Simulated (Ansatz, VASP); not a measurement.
**Co in VASP and in Ansatz**

File INCAR:

```
SYSTEM = Co
ALGO = Normal
EDIFF = 1E-6
ENCUT = 690
GGA = PE
GGA_COMPAT = .FALSE.
ISIF = 2
ISMEAR = -1
ISPIN = 2
LASPH = .TRUE.
LCHARG = .FALSE.
LMAXMIX = 4
LORBIT = 11
LREAL = .FALSE.
LWAVE = .FALSE.
MAGMOM = 2
NBANDS = 18
NELM = 200
NUPDOWN = 2.0
PREC = Accurate
SIGMA = 0.05
```

The input KPOINTS:

```
k-points
0
G
  11 11 11
  0 0 0
```

POSCAR

```
Co
1.0
   -1.4145745000      1.3929095500      1.3921574700
    1.4429802800     -1.3751271500      1.4027808400
    1.4112696000      1.3718222500     -1.3743750600
Co
1
Direct
    0.0000000000      0.0000000000      0.0000000000
```

The input input.yaml:

```yaml
crystal:
  lattice:
    - [-1.4145745, 1.39290955, 1.39215747]
    - [1.44298028, -1.37512715, 1.40278084]
    - [1.4112696, 1.37182225, -1.37437506]
  atoms:
    - { symbol: Co, position: [0.0, 0.0, 0.0], spin: 2.0 }
hamiltonian:
  xc: pbe
  pseudopotentials: { kind: paw }
magnetization:
  spin_polarized: true
  initial_magnetization: 2.0
  spin_locking: { lock_magnetization: hard }
kpoints:
  mp_grid: { grid: [11, 11, 11] }
scf:
  occupations: { method: fermi_dirac, width: 0.05 }
  lower_state_search: "off"
output:
  forces: true
  stress: true
  eigenvalues: true
```

Alike in both runs: task single point; functional PBE; k mesh 11 × 11 × 11; occupations fermi-dirac, width 0.05 eV; collinear spin; fixed moment 2 μB.

```csv
,VASP,Ansatz
version,VASP 6.6.1,Ansatz 0.2.0
potentials or method,"VASP PAW PBE potentials, release 64 (Co_sv)",Ansatz PAW
plane-wave cutoff (eV),690,420
valence electrons in the cell,17,17
```

|  | VASP | Ansatz | Ansatz less VASP |
| --- | --- | --- | --- |
| pressure (GPa) | 4.6 | 5.8 | +1.29 |
| traceless stress, the component that is largest in VASP (GPa) | -2.80 | -2.80 | 0.000 |
| net moment per atom (μB) | 2.00 | 2.00 | 0.000 |
| size of the moment on the site where the two differ most (μB) | 2.01 | 2.03 | +0.021 |

Site moments also hang on the region over which each program counts them.
